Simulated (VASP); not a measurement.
A run of VASP 6.6.1:

Contents of INCAR:

```
SYSTEM = Ru
  PREC = Accurate
  ENCUT = 520
  EDIFF = 1E-6
  ISMEAR = -1
  SIGMA = 0.1
  LREAL = .FALSE.
  LASPH = .TRUE.
  NELM = 60
  ALGO = Normal
  ISIF = 2
  LWAVE = .FALSE.
  LCHARG = .FALSE.
  GGA = CA
  NBANDS = 13
```

The input KPOINTS:

```
regular mesh
0
G
  16 16 16
  0 0 0
```

POSCAR

```
Ru
1.0
    0.0000000000      1.8223388154      1.8223388154
    1.8223388154      0.0000000000      1.8223388154
    1.8223388154      1.8223388154      0.0000000000
Ru
1
Direct
    0.0000000000      0.0000000000      0.0000000000
```

Potentials or basis: VASP PAW LDA potentials, release 64 (Ru_pv).

Run with:

```console
$ cat potpaw_LDA.64/Ru_pv/POTCAR > POTCAR
$ mpirun -np 1 vasp_std > vasp.out
```

Hardware: 1 thread of Intel(R) Xeon(R) 6975P-C (Granite Rapids), with other jobs on the host.

**Question.** How long does it take, and how much memory?

**Answer.** Run time: 13 s on 1 thread of Intel(R) Xeon(R) 6975P-C (Granite Rapids), on a shared host, peak memory 0.13 GiB. Counts: scf iterations 11, k points 145.
